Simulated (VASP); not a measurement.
A run of VASP 6.6.1:

File INCAR:

```
PREC = Accurate
ENCUT = 520
EDIFF = 1E-6
ISMEAR = -1
SIGMA = 0.08
LREAL = False
LASPH = True
NELM = 80
ALGO = Normal
ISIF = 2
LWAVE = False
LCHARG = False
GGA = PE
NBANDS = 16
```

KPOINTS

```
regular mesh
0
Gamma
  15 15 8
```

The input POSCAR:

```
SiC
1.0
    3.0759982064     -0.0153799910     -0.0153799910
   -1.5513185661      2.6715825843     -0.0056294674
   -0.0252400000     -0.0252400000      5.0480000000
Si C
2 2
Direct
    0.3333333333      0.6666666667      0.0000000000
    0.6666666667      0.3333333333      0.5000000000
    0.3333333333      0.6666666667      0.3850000000
    0.6666666667      0.3333333333      0.8850000000
```

Potentials or basis: VASP PAW PBE potentials, release 64 (Si, C).

Launch:

```console
$ cat potpaw_PBE.64/Si/POTCAR potpaw_PBE.64/C/POTCAR > POTCAR
$ mpirun -np 1 vasp_std > vasp.out
```

Hardware: 1 thread of Oxide Virtual Turin-like Processor (shared host).

Problem. Estimate the wall time of this run.

Solution. It took 9.1 min on 1 thread of Oxide Virtual Turin-like Processor (shared host), peak memory 0.52 GiB. Counts: scf iterations 12, k points 901.
